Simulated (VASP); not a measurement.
Wanted: the native input for a VASP 6.6.1 run.

```
Task                   : single point
Functional             : PBEsol
Potentials or basis    : VASP PAW PBE potentials, release 64 (Ti_sv, Co)
Cutoff                 : 520 eV
k mesh                 : 16 × 16 × 16
Occupations            : gaussian, width 0.15 eV
Spin                   : collinear spin, ferromagnetic start
Starting moments       : [0.0, 0.4] μB
Dipole correction      : no
Further INCAR settings : ALGO = Normal; EDIFF = 1e-06; NBANDS = 22
```

The structure of TiCo lies in POSCAR:

```
TiCo
1.0
    2.9861109900      0.0000000000      0.0000000000
    0.0000000000      3.0309026548      0.0000000000
    0.0000000000      0.0000000000      2.9861109900
Ti Co
1 1
Direct
    0.0000000000      0.0000000000      0.0000000000
    0.5000000000      0.5000000000      0.5000000000
```

This cell differs from its parent crystal: strain +0.0150 x Voigt [0, 1, 0, 0, 0, 0].

The input as run:

INCAR

```
SYSTEM = TiCo
PREC = Accurate
ENCUT = 520
EDIFF = 1E-6
ISMEAR = 0
SIGMA = 0.15
LREAL = .False.
LASPH = .True.
NELM = 150
ALGO = Normal
ISIF = 2
LWAVE = .False.
LCHARG = .True.
ISPIN = 2
MAGMOM = 0 0.4
LORBIT = 11
LMAXMIX = 4
GGA = PS
LELF = .True.
LVHAR = .True.
NBANDS = 22
```

KPOINTS

```
regular mesh
0
Gamma
  16 16 16
  0 0 0
```

Potentials or basis: VASP PAW PBE potentials, release 64 (Ti_sv, Co).

Run with:

```console
$ cat potpaw_PBE.64/Ti_sv/POTCAR potpaw_PBE.64/Co/POTCAR > POTCAR
$ mpirun -np 1 vasp_std > vasp.out
```

It gave:

- Pressure: -11.7 GPa
- Net moment: 0.00 μB per cell
- Valence electrons inside the program's atomic spheres: Ti 10.26; Co 8.28

Caveat: the cell differs from its parent crystal (strain +0.0150 x Voigt [0, 1, 0, 0, 0, 0]); the cell stands under tension; the PAW data sets were made with another functional, which shifts forces and pressure a little.

Wall time 3.9 min on 1 thread of Intel(R) Xeon(R) 6975P-C (Granite Rapids), on a shared host, peak memory 0.46 GiB.
